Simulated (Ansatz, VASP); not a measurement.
# One calculation of CsI, two programs

INCAR

```
SYSTEM = CsI
ALGO = Normal
EDIFF = 1E-6
ENCUT = 500
GGA = PE
GGA_COMPAT = .False.
ISIF = 2
ISMEAR = 0
LASPH = .True.
LCHARG = .False.
LREAL = .False.
LWAVE = .False.
NBANDS = 15
NELM = 120
PREC = Accurate
SIGMA = 0.01
```

Contents of KPOINTS:

```
k-points
0
Gamma
  6 6 6
  0 0 0
```

POSCAR

```
CsI
1.0
    4.6081396334      0.0000000000      0.0000000000
    0.0000000000      4.6081396334      0.0000000000
    0.0000000000      0.0000000000      4.6081396334
Cs I
1 1
Direct
    0.0000000000      0.0000000000      0.0000000000
    0.5000000000      0.5000000000      0.5000000000
```

Input for Ansatz:

```yaml
crystal:
  lattice:
    - [4.6081396334, 0.0, 0.0]
    - [0.0, 4.6081396334, 0.0]
    - [0.0, 0.0, 4.6081396334]
  atoms:
    - { symbol: Cs, position: [0.0, 0.0, 0.0] }
    - { symbol: I, position: [0.5, 0.5, 0.5] }
kpoints:
  mp_grid: { grid: [6, 6, 6] }
  band_path:
    path:
      - [0.0, 0.0, 0.0]
      - [0.0, 0.5, 0.0]
      - [0.5, 0.5, 0.0]
      - [0.5, 0.5, 0.5]
      - [0.0, 0.5, 0.5]
    npoints: 1
hamiltonian:
  xc: pbe
scf:
  occupations: { method: fixed }
  n_extra_bands: 4
output:
  forces: true
  stress: true
  eigenvalues: true
```

Alike in both runs: task single point; functional PBE; k mesh 6 × 6 × 6; no spin polarisation.

|  | VASP | Ansatz |
| --- | --- | --- |
| version | VASP 6.6.1 | Ansatz 0.2.0 |
| potentials or method | VASP PAW PBE potentials, release 64 (Cs_sv, I) | plane waves, PAW |
| plane-wave cutoff (eV) | 500 | 420 |
| occupations | gaussian, width 0.01 eV | fixed |
| valence electrons in the cell | 16 | 26 |

Ansatz gave:

- gap on the k mesh at the Fermi level (eV): 3.80
- pressure (GPa): 0.4

Problem. Which values does VASP return?

Solution. gap on the k mesh at the Fermi level (eV): 3.79; pressure (GPa): 0.4.

VASP's potentials hold 16 valence electrons a cell and Ansatz's 26, so a difference there can come from the potentials and not from the codes.

Spin-orbit coupling is off throughout.
